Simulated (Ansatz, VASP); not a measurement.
TiRh in VASP and in Ansatz

File INCAR:

```
SYSTEM = TiRh
  ALGO = Normal
  EDIFF = 1E-6
  ENCUT = 520
  ISIF = 2
  ISMEAR = -1
  LASPH = .True.
  LCHARG = .False.
  LREAL = .False.
  LWAVE = .False.
  NBANDS = 20
  NELM = 60
  PREC = Accurate
  SIGMA = 0.1
```

Contents of KPOINTS:

```
k-points
0
Gamma
  11 11 11
  0 0 0
```

File POSCAR:

```
TiRh
1.0
    3.1775040000      0.0000000000      0.0000000000
    0.0000000000      3.1775040000      0.0000000000
    0.0000000000      0.0000000000      3.1152000000
Ti Rh
1 1
Direct
    0.5000000000      0.5000000000      0.5000000000
    0.0000000000      0.0000000000      0.0000000000
```

Input for Ansatz:

```yaml
crystal:
  lattice:
    - [3.1775040000000003, 0.0, 0.0]
    - [0.0, 3.1775040000000003, 0.0]
    - [0.0, 0.0, 3.1152]
  atoms:
    - { symbol: Ti, position: [0.5, 0.5, 0.5] }
    - { symbol: Rh, position: [0.0, 0.0, 0.0] }
basis:
  ecutwfc: 517.016338673772
kpoints:
  mp_grid:
    grid: [11, 11, 11]
hamiltonian:
  xc: lda
  pseudopotentials:
    kind: paw
scf:
  convergence:
    dr2_threshold: 1.0e-09
  occupations:
    method: fermi_dirac
    width: 0.1
output:
  stress: true
```

Alike in both runs: task single point; functional LDA; k mesh 11 × 11 × 11; occupations fermi-dirac, width 0.1 eV; no spin polarisation.

|  | VASP | Ansatz |
| --- | --- | --- |
| version | VASP 6.6.1 | Ansatz 0.2.0 |
| potentials or method | VASP PAW LDA potentials, release 64 (Ti_sv, Rh_pv), cutoff 520 eV | plane waves, PAW |
| valence electrons in the cell | 27 | 29 |

|  | VASP | Ansatz | Ansatz less VASP |
| --- | --- | --- | --- |
| pressure (GPa) | -18.4 | -18.8 | -0.40 |
| traceless stress, the component that is largest in VASP (GPa) | -0.81 | -0.83 | -0.017 |

LDA's correlation is that of Perdew and Zunger in VASP and of Perdew and Wang (1992) in Ansatz. VASP's potentials hold 27 valence electrons a cell and Ansatz's 29, so a difference there can come from the potentials and not from the codes. Ansatz's warnings: stress scf threshold loose.
